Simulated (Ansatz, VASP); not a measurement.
# CsI2: VASP beside Ansatz

```
Cs I
1.0
    -2.60297    2.60297    5.94662
     2.60297   -2.60297    5.94662
     2.60297    2.60297   -5.94662
Cs I
1 2
Direct
  0.00000 0.00000 0.00000
  0.36362 0.36362 0.00000
  0.63638 0.63638 0.00000
```

Alike in both runs: task single point; functional PBE; k mesh 12 × 12 × 12; occupations gaussian, width 0.1 eV; no spin polarisation.

```csv
,VASP,Ansatz
version,VASP 6.6.1,Ansatz 0.2.0
potentials or method,"VASP PAW PBE potentials, release 64 (Cs_sv, I), cutoff 520 eV","scalar-relativistic, plane waves, PAW"
valence electrons in the cell,23,43
```

```csv
,VASP,Ansatz,Ansatz less VASP
gap on the k mesh at the Fermi level (eV),none,none,-
pressure (GPa),0.0,0.0,-0.01
```

A gap of «none» marks a metal or a gap that the smearing closes. VASP's potentials hold 23 valence electrons a cell and Ansatz's 43, so a difference there can come from the potentials and not from the codes.

Neither program's run includes spin-orbit coupling.
